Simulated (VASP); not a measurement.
A run of VASP 6.6.1 is set up as follows.

Contents of INCAR:

```
SYSTEM = Bi2H
PREC = Accurate
ENCUT = 520
EDIFF = 1E-6
ISMEAR = 0
SIGMA = 0.05
LREAL = .False.
LASPH = .True.
NELM = 150
ALGO = Normal
ISIF = 2
LWAVE = .False.
LCHARG = .False.
ISPIN = 2
MAGMOM = 0 0 1
LORBIT = 11
LDIPOL = .True.
IDIPOL = 3
DIPOL = 0.5 0.5 0.307
GGA = PE
IVDW = 12
NBANDS = 26
```

The input KPOINTS:

```
regular mesh
0
Gamma
  6 6 1
  0 0 0
```

Contents of POSCAR:

```
Bi2H
1.0
    4.2790193530      0.0000000000      0.0000000000
   -2.1395096765      3.7057394630      0.0000000000
    0.0000000000      0.0000000000     17.2471505494
Bi H
2 1
Direct
    0.3333333334      0.6666666667      0.3332231914
    0.6666666666      0.3333333333      0.2319223682
    0.7777777778      1.5555555556      0.3553887413
```

Potentials or basis: VASP PAW PBE potentials, release 64 (Bi_d, H).

The run is started by

```sh
$ cat potpaw_PBE.64/Bi_d/POTCAR potpaw_PBE.64/H/POTCAR > POTCAR
$ mpirun -np 1 vasp_std > vasp.out
```

Question: What does it give for the largest force?

Answer: 0.870 eV/Å.

Question: Estimate the site moments.

Answer: Bi +0.01, +0.06; H +0.02 μB.

Question: Predict the dispersion energy per atom.

Answer: -0.175 eV.

Forces in eV/Å, atoms in the order of the input:
```
Bi   0.000  0.108  0.765
Bi   0.000 -0.385 -0.781
H    0.000  0.277  0.015
```
